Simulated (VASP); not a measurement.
Input of a VASP 6.6.1 run:

Contents of POSCAR:

```
ZnS
1.0
   -3.8067217533      0.0000000000      0.0000000000
    0.0000000000      0.0000000000     -6.2457351331
    0.0000000000     -6.5934354870      0.0000000000
Zn S
4 4
Direct
    0.5000000000      0.9913191808      0.1676660055
    0.0000000000      0.9964541758      0.6656685641
    0.0000000000      0.4979046778      0.3343326721
    0.5000000000      0.4927696828      0.8323352307
    0.5000000000      0.6327469372      0.1774623375
    0.0000000000      0.6203880707      0.6558684751
    0.0000000000      0.1080292042      0.3441290041
    0.5000000000      0.1203880707      0.8225351417
```

File INCAR.step1:

```
PREC = Accurate
ENCUT = 520
ISMEAR = 0
SIGMA = 0.05
LREAL = False
LASPH = True
NELM = 80
NBANDS = 46
GGA = PE
ALGO = Normal
EDIFF = 1E-4
LWAVE = True
LCHARG = False
```

File INCAR.step2:

```
PREC = Accurate
ENCUT = 520
EDIFF = 1E-6
ISMEAR = 0
SIGMA = 0.05
LREAL = False
LASPH = True
NELM = 80
ALGO = Normal
ISIF = 2
LWAVE = False
LCHARG = False
METAGGA = R2SCAN
LMIXTAU = True
NBANDS = 46
ISTART = 1
```

KPOINTS

```
Automatic mesh
0
Gamma
  6 4 4
```

Potentials or basis: VASP PAW PBE potentials, release 64 (Zn, S).

The run is started by

```console
$ cat potpaw_PBE.64/Zn/POTCAR potpaw_PBE.64/S/POTCAR > POTCAR
$ cp INCAR.step1 INCAR
$ mpirun -np 1 vasp_std > vasp.out
$ cp INCAR.step2 INCAR
$ mpirun -np 1 vasp_std > vasp.out
```

What does it give for the pressure?

0.6 GPa.

Estimate the band gap on the k mesh.

2.74 eV.

Forces on the atoms (eV/Å):
```
Zn   0.000  0.131 -0.676
Zn   0.000 -0.306  0.366
Zn   0.000  0.252  0.496
Zn   0.000 -0.087 -0.277
S    0.000  0.835  1.139
S    0.000 -1.064 -0.030
S    0.000  1.138 -0.994
S    0.000 -0.897 -0.024
```

Caveat: the cell differs from its parent crystal (atoms displaced along a vibrational mode); the PAW data sets were made with another functional, which shifts forces and pressure a little.
